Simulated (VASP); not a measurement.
Here is a VASP 6.6.1 calculation.

Contents of INCAR:

```
PREC = Accurate
ENCUT = 520
EDIFF = 1E-6
ISMEAR = -1
SIGMA = 0.1
LREAL = False
LASPH = True
NELM = 80
ALGO = Normal
ISIF = 2
LWAVE = False
LCHARG = True
GGA = CA
LELF = True
LVHAR = True
NBANDS = 8
```

The input KPOINTS:

```
Automatic mesh
0
Gamma
  13 13 13
```

POSCAR

```
Sb
1.0
    0.0000000000      2.3108706268      2.3108706268
    2.3108706268      0.0000000000      2.3108706268
    2.3108706268      2.3108706268      0.0000000000
Sb
1
Direct
    0.0000000000      0.0000000000      0.0000000000
```

Potentials or basis: VASP PAW LDA potentials, release 64 (Sb).

The run is started by

```console
$ cat potpaw_LDA.64/Sb/POTCAR > POTCAR
$ mpirun -np 1 vasp_std > vasp.out
```

What does it give for the pressure?

3.3 GPa.
